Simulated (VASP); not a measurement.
# HgS (F-43m) in VASP: further runs

Aim: see how the results for HgS move with the level of theory and the settings. Levels: PBE-based global hybrid with 5 % exact exchange, PBE-based global hybrid with 15 % exact exchange, PBE-based screened hybrid with 30 % exact exchange. Tasks: single point.

Everything below comes from runs of VASP 6.6.1. Logs are shortened: lines on timing, memory, paths and dates and some standing lists are left out, and cuts for length are marked.

### 1 The cell of the first run

Symmetry: F-43m, No. 216, cubic system. The conventional cell has a = 5.858 Å, b = 5.858 Å, c = 5.858 Å, α = 90.00°, β = 90.00°, γ = 90.00°. Within 3.3 Å of Hg (site symmetry -43m) lie 4 S at 2.54 Å. S (site symmetry -43m) has 4 Hg at 2.54 Å within 3.3 Å.

### 2 Single point, PBE-based global hybrid with 5 % exact exchange

POSCAR

```
HgS
1.0
    0.0000000000      2.9289995691      2.9289995691
    2.9289995691      0.0000000000      2.9289995691
    2.9289995691      2.9289995691      0.0000000000
Hg S
1 1
Direct
    0.0000000000      0.0000000000      0.0000000000
    0.7500000000      0.7500000000      0.7500000000
```

INCAR.step1

```
SYSTEM = HgS
PREC = Accurate ; ENCUT = 400
EDIFF = 1E-5 ; ISMEAR = 0
SIGMA = 0.05 ; LREAL = .False.
LASPH = .True. ; NELM = 120
ALGO = Normal ; ISIF = 2
LWAVE = .True. ; LCHARG = .False.
GGA = PE ; NBANDS = 16
GGA_COMPAT = .False.
```

INCAR.step2

```
SYSTEM = HgS
PREC = Accurate ; ENCUT = 400
EDIFF = 1E-6 ; ISMEAR = 0
SIGMA = 0.05 ; LREAL = .False.
LASPH = .True. ; NELM = 120
ALGO = Normal ; ISIF = 2
LWAVE = .False. ; LCHARG = .False.
GGA = PE ; LHFCALC = .True.
AEXX = 0.05 ; PRECFOCK = Normal
ISTART = 1 ; NBANDS = 16
GGA_COMPAT = .False.
```

KPOINTS

```
Automatic mesh
0
Gamma
  6 6 6
  0 0 0
```

Potentials or basis: VASP PAW PBE potentials, release 64 (Hg, S).

The run is started by

```
cat potpaw_PBE.64/Hg/POTCAR potpaw_PBE.64/S/POTCAR > POTCAR
cp INCAR.step1 INCAR
mpirun -np 1 vasp_std > vasp.out
cp INCAR.step2 INCAR
mpirun -np 1 vasp_std > vasp.out
```

OUTCAR:

```text
SYSTEM = HgS
   PREC = Accurate
   ENCUT = 400
   EDIFF = 1E-6
   ISMEAR = 0
   LREAL = .False.
   LASPH = .True.
   NELM = 120
   ISIF = 2
   GGA = PE
   LHFCALC = .True.
   AEXX = 0.05
   PRECFOCK = Normal
   ISTART = 1

 ion  position               nearest neighbor table
   1  0.000  0.000  0.000-   2 2.54   2 2.54   2 2.54   2 2.54
   2  0.750  0.750  0.750-   1 2.54   1 2.54   1 2.54   1 2.54

  LATTYP: Found a face centered cubic cell.
 ALAT       =     5.8579991382

  Lattice vectors:

 A1 = (   0.0000000000,   2.9289995691,   2.9289995691)
 A2 = (   2.9289995691,   0.0000000000,   2.9289995691)
 A3 = (   2.9289995691,   2.9289995691,   0.0000000000)

Analysis of symmetry for initial positions (statically):
=====================================================================
 Subroutine PRICEL returns:
 Original cell was already a primitive cell.

 Routine SETGRP: Setting up the symmetry group for a
 face centered cubic supercell.

 Subroutine GETGRP returns: Found 24 space group operations
 (whereof 24 operations were pure point group operations)
 out of a pool of 48 trial point group operations.

The static configuration has the point symmetry T_d .

Analysis of symmetry for dynamics (positions and initial velocities):
=====================================================================
 Subroutine PRICEL returns:
 Original cell was already a primitive cell.

 Routine SETGRP: Setting up the symmetry group for a
 face centered cubic supercell.

 Subroutine GETGRP returns: Found 24 space group operations
 (whereof 24 operations were pure point group operations)
 out of a pool of 48 trial point group operations.

The dynamic configuration has the point symmetry T_d .

 Subroutine INISYM returns: Found 24 space group operations
 (whereof 24 operations are pure point group operations),
 and found     1 'primitive' translations

----------------------------------------------------------------------------------------

                                     Primitive cell

  volume of cell :      50.2560

  direct lattice vectors                    reciprocal lattice vectors
     0.000000000  2.928999569  2.928999569    -0.170706751  0.170706751  0.170706751
     2.928999569  0.000000000  2.928999569     0.170706751 -0.170706751  0.170706751
     2.928999569  2.928999569  0.000000000     0.170706751  0.170706751 -0.170706751

  length of vectors
     4.142230915  4.142230915  4.142230915     0.295672766  0.295672766  0.295672766

  position of ions in fractional coordinates (direct lattice)
     0.000000000  0.000000000  0.000000000
     0.750000000  0.750000000  0.750000000

  ion indices of the primitive-cell ions
   primitive index   ion index
                 1           1
                 2           2

----------------------------------------------------------------------------------------

 KPOINTS: Automatic mesh

Automatic generation of k-mesh.
 Grid dimensions read from file:
 generate k-points for:    6    6    6

 Generating k-lattice:

  Cartesian coordinates                     Fractional coordinates (reciprocal lattice)
    -0.028451125  0.028451125  0.028451125     0.166666667  0.000000000  0.000000000
     0.028451125 -0.028451125  0.028451125     0.000000000  0.166666667  0.000000000
     0.028451125  0.028451125 -0.028451125     0.000000000  0.000000000  0.166666667

  Length of vectors
     0.049278794  0.049278794  0.049278794

  Shift w.r.t. Gamma in fractional coordinates (k-lattice)
     0.000000000  0.000000000  0.000000000

 Subroutine IBZKPT returns following result:
 ===========================================

 Found     16 irreducible k-points:

 Following reciprocal coordinates:
            Coordinates               Weight
  0.000000  0.000000  0.000000      1.000000
  0.166667  0.000000  0.000000      8.000000
  0.333333  0.000000  0.000000      8.000000
  0.500000  0.000000  0.000000      4.000000
  0.166667  0.166667  0.000000      6.000000
  0.333333  0.166667  0.000000     24.000000
[... 8 lines left out ...]
 -0.333333  0.333333  0.166667     24.000000
 -0.333333  0.500000  0.166667     12.000000
   k-points           NKPTS =     16   k-points in BZ     NKDIM =    216   number of bands    NBANDS=     16
   number of dos      NEDOS =    301   number of ions     NIONS =      2
   total plane-waves  NPLWV =  21952
   dimension x,y,z NGX =    28 NGY =   28 NGZ =   28
   dimension x,y,z NGXF=    56 NGYF=   56 NGZF=   56
   ions per type =               1   1
   NGX,Y,Z   is equivalent  to a cutoff of  11.24, 11.24, 11.24 a.u.
   NGXF,Y,Z  is equivalent  to a cutoff of  22.48, 22.48, 22.48 a.u.
 SYSTEM =  HgS
   PREC   = accura    normal or accurate (medium, high low for compatibility)
   ISTART =      1    job   : 0-new  1-cont  2-samecut
   ICHARG =      0    charge: 1-file 2-atom 10-const
   ISPIN  =      1    spin polarized calculation?
   LNONCOLLINEAR =      F non collinear calculations
   LSORBIT =      F    spin-orbit coupling
   LASPH  =      T    aspherical Exc in radial PAW
   ENCUT  =  400.0 eV  29.40 Ry    5.42 a.u.   6.75  6.75  6.75*2*pi/ulx,y,z
   NELM   =    120;   NELMIN=  2; NELMDL=  0     # of ELM steps
   EDIFF  = 0.1E-05   stopping-criterion for ELM
   LREAL  =      F    real-space projection
   EDIFFG = 0.1E-04   stopping-criterion for IOM
   NSW    =      0    number of steps for IOM
   IBRION =     -1    ionic relax: 0-MD 1-quasi-New 2-CG
   NFREE  =      0    steps in history (QN), initial steepest desc. (CG)
   ISIF   =      2    stress and relaxation
   ISYM   =      3    0-nonsym 1-usesym 2-fastsym
   POTIM  = 0.5000    time-step for ionic-motion
   TEBEG  =    0.0;   TEEND  =   0.0 temperature during run
   PSTRESS=    0.0 pullay stress
   NELECT =      18.0000    total number of electrons
   NUPDOWN=      -1.0000    fix difference up-down
   EMIN   =  10.00;   EMAX   =-10.00  energy-range for DOS
   EFERMI =   0.00;   METHOD = LEGACY
   ISMEAR =     0;   SIGMA  =   0.05  broadening in eV -4-tet -1-fermi 0-gaus
   EFERMI_NEDOS =   21; number of points for ismear=-14 and -15
   IALGO  =     38    algorithm
   IMIX   =      1    mixing-type and parameters
     AMIX     =   0.40;   BMIX     =  1.00
     AMIX_MAG =   1.60;   BMIX_MAG =  1.00
  volume/ion in A,a.u.               =      25.13       169.57
  Fermi-wavevector in a.u.,A,eV,Ry     =   1.162616  2.197026 18.390673  1.351676
  Thomas-Fermi vector in A             =   2.299175
   LORBIT       =      0    0 simple, 1 ext, 2 COOP (PROOUT), +10 PAW based schemes
   GGA     = PE    functional components
   LHFCALC =     T    Hartree Fock is set to
   PRECFOCK=normal    Normal, Fast or Accurate (Low or Medium for compatibility)
   ENCUT4O =  -1.0   cutoff for four orbital integrals eV
   NKREDX  =     1    reduce k-point grid by
   NKREDY  =     1    reduce k-point grid by
   NKREDZ  =     1    reduce k-point grid by
   AEXX    =    0.0500 exact exchange contribution
   HFSCREEN=    0.0000 screening length (either q_TF or 0.3 A-1)
   HFSCREENC=   0.0000 screening length for correlation (either q_TF or 0.3 A-1)
   ENCUTFOCK=  -1.0 apply spherical cutoff to Coloumb kernel
   IVDW    =     0    specifies the selected vdW correction
   LEPSILON=     F    determine dielectric tensor
   LRPA    =     F    only Hartree local field effects (RPA)
 non-spin polarized calculation
 Gauss-broadening in eV      SIGMA  =   0.05
  energy-cutoff  :      400.00
  volume of cell :       50.26
 maximum number of plane-waves:       941
  NGX = 24; NGY = 24; NGZ = 24

 number of electron      18.0000004 magnetization

 Free energy of the ion-electron system (eV)
  ---------------------------------------------------
  ext. energy  EPLUGINS =         0.00000000
  ---------------------------------------------------
  free energy    TOTEN  =        -4.87131991 eV

  energy without entropy =       -4.87096283  energy(sigma->0) =       -4.87114137

 E-fermi :   1.9729     XC(G=0):  -8.8896

 val. band max:        1.9576855757   @ k =   0.0000   0.0000   0.0000
 cond. band min:       3.2520155557   @ k =   0.1667   0.0000   0.0000
 fundamental gap:      1.2943299801
 Fermi energy:         1.9729134180

 k-point     1 :       0.0000    0.0000    0.0000
  band No.  band energies     occupation
      1     -11.6144      2.00000
      2      -5.3679      2.00000
      3      -5.3679      2.00000
      4      -5.3679      2.00000
      5      -4.4584      2.00000
      6      -4.4584      2.00000
[... 8 lines left out ...]
     15      13.9015      0.00000
     16      13.9015      0.00000

 k-point     2 :       0.1667    0.0000    0.0000
  band No.  band energies     occupation
      1     -11.4823      2.00000
      2      -5.3064      2.00000
      3      -5.3052      2.00000
      4      -5.3052      2.00000
      5      -4.4609      2.00000
      6      -4.4609      2.00000
[... 8 lines left out ...]
     15      13.0678      0.00000
     16      13.3327      0.00000

 k-point     3 :       0.3333    0.0000    0.0000
  band No.  band energies     occupation
      1     -11.2078      2.00000
      2      -5.1995      2.00000
      3      -5.1995      2.00000
      4      -4.9245      2.00000
      5      -4.4293      2.00000
      6      -4.4293      2.00000
[... 8 lines left out ...]
     15      13.3159      0.00000
     16      13.3159      0.00000

 k-point     4 :       0.5000    0.0000    0.0000
  band No.  band energies     occupation
      1     -11.0657      2.00000
      2      -5.1613      2.00000
      3      -5.1613      2.00000
      4      -4.3886      2.00000
      5      -4.3886      2.00000
      6      -4.0453      2.00000
[... 8 lines left out ...]
     15      14.4679      0.00000
     16      14.4679      0.00000

 k-point     5 :       0.1667    0.1667    0.0000
  band No.  band energies     occupation
      1     -11.4382      2.00000
      2      -5.3700      2.00000
      3      -5.2406      2.00000
      4      -5.2406      2.00000
      5      -4.5094      2.00000
      6      -4.4196      2.00000
[... 8 lines left out ...]
     15      13.9039      0.00000
     16      14.5577      0.00000

 k-point     6 :       0.3333    0.1667    0.0000
  band No.  band energies     occupation
      1     -11.2100      2.00000
      2      -5.2566      2.00000
      3      -5.1126      2.00000
      4      -5.0433      2.00000
      5      -4.4901      2.00000
      6      -4.3837      2.00000
[... 8 lines left out ...]
     15      13.9305      0.00000
     16      14.7829      0.00000
[... 115 lines left out ...]
 k-point    13 :       0.5000    0.5000    0.0000
  band No.  band energies     occupation
      1     -10.8828      2.00000
      2      -5.2138      2.00000
      3      -4.7367      2.00000
      4      -4.7367      2.00000
      5      -4.3009      2.00000
      6      -4.0213      2.00000
[... 8 lines left out ...]
     15      13.9239      0.00000
     16      15.4395      0.00000

 k-point    14 :       0.5000    0.3333    0.1667
  band No.  band energies     occupation
      1     -11.0242      2.00000
      2      -5.1157      2.00000
      3      -5.0338      2.00000
      4      -4.7916      2.00000
      5      -4.4028      2.00000
      6      -4.3033      2.00000
[... 8 lines left out ...]
     15      14.9039      0.00000
     16      15.1643      0.00000

 k-point    15 :      -0.3333    0.3333    0.1667
  band No.  band energies     occupation
      1     -10.9305      2.00000
      2      -5.0602      2.00000
      3      -4.9685      2.00000
      4      -4.5412      2.00000
      5      -4.4755      2.00000
      6      -3.9012      2.00000
[... 8 lines left out ...]
     15      14.4648      0.00000
     16      15.2435      0.00000

 k-point    16 :      -0.3333    0.5000    0.1667
  band No.  band energies     occupation
      1     -10.8840      2.00000
      2      -5.0725      2.00000
      3      -4.8516      2.00000
      4      -4.6704      2.00000
      5      -4.4060      2.00000
      6      -3.7617      2.00000
[... 8 lines left out ...]
     15      14.9651      0.00000
     16      15.2456      0.00000

------------------------ aborting loop because EDIFF is reached ----------------------------------------

  FORCE on cell =-STRESS in cart. coord.  units (eV):
  Direction    XX          YY          ZZ          XY          YZ          ZX
  --------------------------------------------------------------------------------------
  -------------------------------------------------------------------------------------
  Total        1.2330511      1.2330511      1.2330511      0.0000000      0.0000000     -0.0000000
  in kB       39.3100628     39.3100628     39.3100628      0.0000000      0.0000000     -0.0000000
  external PRESSURE =      39.3100628 kB  Pullay stress =       0.0000000 kB

 VOLUME and BASIS-vectors are now :
 -----------------------------------------------------------------------------
  energy-cutoff  :      400.00
  volume of cell :       50.26
      direct lattice vectors                 reciprocal lattice vectors
     0.000000000  2.928999569  2.928999569    -0.170706751  0.170706751  0.170706751
     2.928999569  0.000000000  2.928999569     0.170706751 -0.170706751  0.170706751
     2.928999569  2.928999569  0.000000000     0.170706751  0.170706751 -0.170706751

 POSITION                                       TOTAL-FORCE (eV/Angst)
 -----------------------------------------------------------------------------------
      0.00000      0.00000      0.00000        -0.000000     -0.000000     -0.000000
      4.39350      4.39350      4.39350         0.000000      0.000000      0.000000
 -----------------------------------------------------------------------------------
    total drift:                               -0.000020     -0.000006     -0.000009

  FREE ENERGIE OF THE ION-ELECTRON SYSTEM (eV)
  ---------------------------------------------------
  free  energy   TOTEN  =        -4.8713199147 eV

  energy  without entropy=       -4.8709628260  energy(sigma->0) =       -4.87114137
```

It took 41 min on 1 thread of AMD EPYC 7R43 (Zen 3), shared host; peak memory 0.15 GiB.

What came out:

* Free energy: -4.8713 eV
* Pressure: 3.9 GPa
* Band gap on the k mesh: zero (filled and empty bands touch)

Caveat: the cell stands under pressure; the PAW data sets were made with another functional, which shifts forces and pressure a little; spin-orbit coupling is left out, which moves the levels of the heavy elements.

(Part 1 of 2 ends here.)
